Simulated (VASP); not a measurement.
# Ta (P6_3/mmc) in VASP: single point with r2SCAN

Aim: the single point of Ta with r2SCAN.

Program: VASP 6.6.1. These are calculated values, not measurements. Logs are shortened: lines on timing, memory, paths and dates and some standing lists are left out, and cuts for length are marked.

## 1. The cell of the first run

Symmetry: P6_3/mmc, No. 194, hexagonal system. Conventional cell: a = 2.884 Å, b = 2.884 Å, c = 5.137 Å, α = 90.00°, β = 90.00°, γ = 120.00°. Within 3.8 Å of Ta (site symmetry -6m2) lie 12 Ta at 2.88 to 3.06 Å.

This isn't the form of Ta at room conditions, which is bcc.

## 2. Single point, r2SCAN

Input file POSCAR:

```
Ta
1.0
    2.8837341880      0.0000000029      0.0000000000
   -1.4418670965      2.4973870631      0.0000000000
    0.0000000000      0.0000000000      5.1366378444
Ta
2
Direct
    0.6666666667      0.3333333333      0.7500000000
    0.3333333333      0.6666666667      0.2500000000
```

Input file INCAR.step1:

```
PREC = Accurate
ENCUT = 520
ISMEAR = -1
SIGMA = 0.05
LREAL = F
LASPH = T
NELM = 60
NBANDS = 18
GGA = PE
ALGO = Normal
EDIFF = 1E-4
LWAVE = T
LCHARG = F
```

Input file INCAR.step2:

```
PREC = Accurate
ENCUT = 520
EDIFF = 1E-7
ISMEAR = -1
SIGMA = 0.05
LREAL = F
LASPH = T
NELM = 60
ALGO = Normal
ISIF = 2
LWAVE = F
LCHARG = F
METAGGA = R2SCAN
LMIXTAU = T
NBANDS = 18
ISTART = 1
```

Input file KPOINTS:

```
Automatic mesh
0
Gamma
  16 16 8
```

Potentials or basis: VASP PAW PBE potentials, release 64 (Ta_pv).

Started as:

```console
cat potpaw_PBE.64/Ta_pv/POTCAR > POTCAR
cp INCAR.step1 INCAR
mpirun -np 1 vasp_std > vasp.out
cp INCAR.step2 INCAR
mpirun -np 1 vasp_std > vasp.out
```

OUTCAR:

```text
PREC = Accurate
   ENCUT = 520
   EDIFF = 1E-7
   ISMEAR = -1
   LREAL = F
   LASPH = T
   NELM = 60
   ISIF = 2
   METAGGA = R2SCAN
   ISTART = 1

 ion  position               nearest neighbor table
   1  0.667  0.333  0.750-   2 3.06   2 3.06   2 3.06   2 3.06   2 3.06   2 3.06
   2  0.333  0.667  0.250-   1 3.06   1 3.06   1 3.06   1 3.06   1 3.06   1 3.06

  LATTYP: Found a hexagonal cell.
 ALAT       =     2.8837341880
 C/A-ratio  =     1.7812452569

  Lattice vectors:

 A1 = (   2.8837341880,   0.0000000029,   0.0000000000)
 A2 = (  -1.4418670965,   2.4973870631,   0.0000000000)
 A3 = (   0.0000000000,   0.0000000000,   5.1366378444)

Analysis of symmetry for initial positions (statically):
=====================================================================
 Subroutine PRICEL returns:
 Original cell was already a primitive cell.

 Routine SETGRP: Setting up the symmetry group for a
 hexagonal supercell.

 Subroutine GETGRP returns: Found 24 space group operations
 (whereof 12 operations were pure point group operations)
 out of a pool of 24 trial point group operations.

The static configuration has the point symmetry D_3d.
 The point group associated with its full space group is D_6h.

Analysis of symmetry for dynamics (positions and initial velocities):
=====================================================================
 Subroutine PRICEL returns:
 Original cell was already a primitive cell.

 Routine SETGRP: Setting up the symmetry group for a
 hexagonal supercell.

 Subroutine GETGRP returns: Found 24 space group operations
 (whereof 12 operations were pure point group operations)
 out of a pool of 24 trial point group operations.

The dynamic configuration has the point symmetry D_3d.
 The point group associated with its full space group is D_6h.

 Subroutine INISYM returns: Found 24 space group operations
 (whereof 12 operations are pure point group operations),
 and found     1 'primitive' translations

----------------------------------------------------------------------------------------

                                     Primitive cell

  volume of cell :      36.9930

  direct lattice vectors                    reciprocal lattice vectors
     2.883734188  0.000000003  0.000000000     0.346772599  0.200209254  0.000000000
    -1.441867097  2.497387063  0.000000000    -0.000000000  0.400418507  0.000000000
     0.000000000  0.000000000  5.136637844     0.000000000  0.000000000  0.194679872

  length of vectors
[... 75 lines left out ...]
   ICHARG =      0    charge: 1-file 2-atom 10-const
   ISPIN  =      1    spin polarized calculation?
   LNONCOLLINEAR =      F non collinear calculations
   LSORBIT =      F    spin-orbit coupling
   LASPH  =      T    aspherical Exc in radial PAW
   ENCUT  =  520.0 eV  38.22 Ry    6.18 a.u.   5.36  5.36  9.55*2*pi/ulx,y,z
   NELM   =     60;   NELMIN=  2; NELMDL=  0     # of ELM steps
   EDIFF  = 0.1E-06   stopping-criterion for ELM
   LREAL  =      F    real-space projection
   EDIFFG = 0.1E-05   stopping-criterion for IOM
   NSW    =      0    number of steps for IOM
   IBRION =     -1    ionic relax: 0-MD 1-quasi-New 2-CG
   NFREE  =      0    steps in history (QN), initial steepest desc. (CG)
   ISIF   =      2    stress and relaxation
   ISYM   =      2    0-nonsym 1-usesym 2-fastsym
   POTIM  = 0.5000    time-step for ionic-motion
   TEBEG  =    0.0;   TEEND  =   0.0 temperature during run
   PSTRESS=    0.0 pullay stress
   NELECT =      22.0000    total number of electrons
   NUPDOWN=      -1.0000    fix difference up-down
   EMIN   =  10.00;   EMAX   =-10.00  energy-range for DOS
   EFERMI =   0.00;   METHOD = LEGACY
   ISMEAR =    -1;   SIGMA  =   0.05  broadening in eV -4-tet -1-fermi 0-gaus
   EFERMI_NEDOS =   21; number of points for ismear=-14 and -15
   IALGO  =     38    algorithm
   IMIX   =      4    mixing-type and parameters
     AMIX     =   0.40;   BMIX     =  1.00
     AMIX_MAG =   1.60;   BMIX_MAG =  1.00
  volume/ion in A,a.u.               =      18.50       124.82
  Fermi-wavevector in a.u.,A,eV,Ry     =   1.376710  2.601604 25.787526  1.895330
  Thomas-Fermi vector in A             =   2.501930
   LORBIT       =      0    0 simple, 1 ext, 2 COOP (PROOUT), +10 PAW based schemes
   METAGGA = R2SCAN    functional components
   LHFCALC =     F    Hartree Fock is set to
   AEXX    =    0.0000 exact exchange contribution
   IVDW    =     0    specifies the selected vdW correction
   LEPSILON=     F    determine dielectric tensor
   LRPA    =     F    only Hartree local field effects (RPA)
 non-spin polarized calculation
  energy-cutoff  :      520.00
  volume of cell :       36.99
 maximum number of plane-waves:      1027
 NGX is ok and might be reduce to    24
   NGX = 11   NGY = 11   NGZ = 19

 number of electron      22.0000003 magnetization

 Free energy of the ion-electron system (eV)
  ---------------------------------------------------
  ext. energy  EPLUGINS =         0.00000000
  ---------------------------------------------------
  free energy    TOTEN  =       -96.56583041 eV

  energy without entropy =      -96.54695923  energy(sigma->0) =      -96.55639482

 E-fermi :   5.5742     XC(G=0): -13.5977

 val. band max:        5.5642517447   @ k =   0.1875   0.1250   0.2500
 cond. band min:       5.5881695665   @ k =   0.1250   0.0000   0.2500
 fundamental gap:      0.0239178219
 Fermi energy:         5.5742124544

 k-point     1 :       0.0000    0.0000    0.0000
  band No.  band energies     occupation
      1     -30.2001      2.00000
      2     -29.2928      2.00000
      3     -29.1772      2.00000
      4     -29.1772      2.00000
      5     -29.0879      2.00000
      6     -29.0879      2.00000
[... 481 lines left out ...]
      5     -29.4429      2.00000
      6     -29.3919      2.00000
[... 10 lines left out ...]
     17      12.3615      0.00000
     18      14.9441      0.00000

 [... further k-points ...]
[... 5 lines left out ...]
  --------------------------------------------------------------------------------------
  -------------------------------------------------------------------------------------
  Total        0.2359914      0.2359914     -0.0868650      0.0000000      0.0000000      0.0000000
  in kB       10.2208444     10.2208444     -3.7621451      0.0000000      0.0000000      0.0000000
  external PRESSURE =       5.5598479 kB  Pullay stress =       0.0000000 kB

 VOLUME and BASIS-vectors are now :
 -----------------------------------------------------------------------------
  energy-cutoff  :      520.00
  volume of cell :       36.99
      direct lattice vectors                 reciprocal lattice vectors
     2.883734188  0.000000003  0.000000000     0.346772599  0.200209254  0.000000000
    -1.441867097  2.497387063  0.000000000    -0.000000000  0.400418507  0.000000000
     0.000000000  0.000000000  5.136637844     0.000000000  0.000000000  0.194679872

 POSITION                                       TOTAL-FORCE (eV/Angst)
 -----------------------------------------------------------------------------------
      1.44187      0.83246      3.85248         0.000000     -0.000000      0.000000
     -0.00000      1.66492      1.28416        -0.000000      0.000000      0.000000
 -----------------------------------------------------------------------------------
    total drift:                                0.000000     -0.000000      0.000000

  FREE ENERGIE OF THE ION-ELECTRON SYSTEM (eV)
  ---------------------------------------------------
  free  energy   TOTEN  =       -96.5658304055 eV

  energy  without entropy=      -96.5469592332  energy(sigma->0) =      -96.55639482
```

Run time: 7.3 min. Hardware: 1 thread of Intel Xeon 8259CL, shared host; peak memory 0.23 GiB.

Results:

```
Free energy            : -96.5658 eV
Pressure               : 0.6 GPa
Band gap on the k mesh : zero (bands 11 and 12 overlap by 2.26 eV)
```

Stress tensor (GPa, compression positive):
```
 1.02  0.00  0.00
 0.00  1.02  0.00
 0.00  0.00 -0.38
```

Caveat: the PAW data sets were made with another functional, which shifts forces and pressure a little; spin-orbit coupling is left out, which moves the levels of the heavy elements.
